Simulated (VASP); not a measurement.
Ti3Cd:

```xyz
4
Lattice="4.1510 0.0000 0.0000 0.0000 4.1510 0.0000 0.0000 0.0000 4.1510" Properties=species:S:1:pos:R:3 pbc="T T T"
Ti    0.0000    2.0755    2.0755
Ti    2.0755    0.0000    2.0755
Ti    2.0755    2.0755    0.0000
Cd    0.0000    0.0000    0.0000
```

```yaml
Program: VASP 6.6.1
Task: relaxation of volume and atoms at fixed shape
Functional: LDA
Potentials_or_basis: VASP PAW LDA potentials, release 64 (Ti_sv, Cd)
Cutoff: 600 eV
k_mesh: 6 × 6 × 6
Occupations: fermi-dirac, width 0.05 eV
Spin: no spin polarisation
```

At the start: pressure -8.4 GPa; volume 17.88 Å³/atom.

Task: How do energy, volume and symmetry change on relaxing?

Result: Over 3 steps the energy falls by 38.6 meV/atom and the volume is 16.52 Å³/atom (-7.6 %); space group Pm-3m (No. 221, to 0.1 Å) before and after.

Step by step:
```csv
step,energy change (eV),largest force (eV/Å),pressure (GPa),volume (Å³)
1,0.0000,0.0000,-8.45,71.53
2,-0.0567,0.0000,8.55,62.20
3,-0.1543,0.0000,-0.07,66.09
```

Final structure:
```yaml
crystal:
  lattice:
    - [4.04317, 0.00000, 0.00000]
    - [0.00000, 4.04317, 0.00000]
    - [0.00000, 0.00000, 4.04317]
  atoms:
    - { symbol: Ti, position: [0.00000, 0.50000, 0.50000] }
    - { symbol: Ti, position: [0.50000, 0.00000, 0.50000] }
    - { symbol: Ti, position: [0.50000, 0.50000, 0.00000] }
    - { symbol: Cd, position: [0.00000, 0.00000, 0.00000] }
```
